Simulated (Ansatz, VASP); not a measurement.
**One calculation of MnO, two programs**

```
CELL_PARAMETERS angstrom
0.00000 2.40050 2.40050
2.40050 0.00000 2.40050
2.40050 2.40050 0.00000
ATOMIC_POSITIONS crystal
Mn 0.00000 0.00000 0.00000
O 0.75000 0.75000 0.75000
```

Alike in both runs: functional PBE; k mesh 16 × 16 × 16; occupations gaussian, width 0.1 eV; collinear spin.

Ansatz relaxed the structure, and its values are those at the end. VASP's run is a single point on that final structure, the one shown.

|  | VASP | Ansatz |
| --- | --- | --- |
| version | VASP 6.6.1 | Ansatz 0.2.0 |
| potentials or method | VASP PAW PBE potentials, release 64 (Mn_pv, O), cutoff 520 eV | scalar-relativistic, plane waves, PAW |
| valence electrons in the cell | 19 | 21 |

```csv
,VASP,Ansatz,Ansatz less VASP
gap on the k mesh at the Fermi level (eV),none,none,-
pressure (GPa),0.3,0.0,-0.32
net moment per atom (μB),2.50,2.50,0.000
size of the moment on the site where the two differ most (μB),4.43,3.98,-0.446
```

Site moments also hang on the region over which each program counts them. A gap of «none» marks a metal or a gap that the smearing closes. VASP's potentials hold 19 valence electrons a cell and Ansatz's 21, so a difference there can come from the potentials and not from the codes.
